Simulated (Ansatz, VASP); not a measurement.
**One calculation of AlRu, two programs**

The input INCAR:

```
ALGO = Fast ; EDIFF = 1E-7
ENCUT = 520 ; GGA = PE
ISIF = 2 ; ISMEAR = 0
LASPH = T ; LCHARG = F
LREAL = F ; LWAVE = F
NBANDS = 16 ; NELM = 80
PREC = Accurate ; SIGMA = 0.15
```

File KPOINTS:

```
k-points
0
Gamma
  20 20 20
```

File POSCAR:

```
AlRu
1.0
    3.3420442561      0.0000000000      0.0000000000
    0.0000000000      2.6661251931      0.0000000000
    0.0000000000      0.0000000000      3.0040847246
Al Ru
1 1
Direct
    0.0000000000      0.0000000000      0.0000000000
    0.5000000000      0.5000000000      0.5000000000
```

Input for Ansatz:

```yaml
crystal:
  lattice:
    - [3.3420442561, 0.0, 0.0]
    - [0.0, 2.6661251931, 0.0]
    - [0.0, 0.0, 3.0040847246]
  atoms:
    - { symbol: Al, position: [0.0, 0.0, 0.0] }
    - { symbol: Ru, position: [0.5, 0.5, 0.5] }
basis:
  ecutwfc: 420
kpoints:
  mp_grid: { grid: [20, 20, 20] }
hamiltonian:
  xc: pbe
scf:
  occupations: { method: gaussian, width: 0.15 }
output:
  forces: true
  stress: true
  eigenvalues: true
```

Change from the starting cell: strain +0.1125 x Voigt [1, -1, 0, 0, 0, 0], atoms carried along.

Alike in both runs: task single point; functional PBE; k mesh 20 × 20 × 20; occupations gaussian, width 0.15 eV; no spin polarisation.

|  | VASP | Ansatz |
| --- | --- | --- |
| version | VASP 6.6.1 | Ansatz 0.2.0 |
| potentials or method | VASP PAW PBE potentials, release 64 (Al, Ru_pv), cutoff 520 eV | scalar-relativistic, plane waves, PAW |
| valence electrons in the cell | 17 | 19 |

```tsv
	VASP	Ansatz	Ansatz less VASP
gap on the k mesh at the Fermi level (eV)	none	none	-
pressure (GPa)	7.3	7.3	+0.02
traceless stress, the component that is largest in VASP (GPa)	24.28	24.27	-0.003
```

A gap of «none» marks a metal or a gap that the smearing closes. VASP's potentials hold 17 valence electrons a cell and Ansatz's 19, so a difference there can come from the potentials and not from the codes.
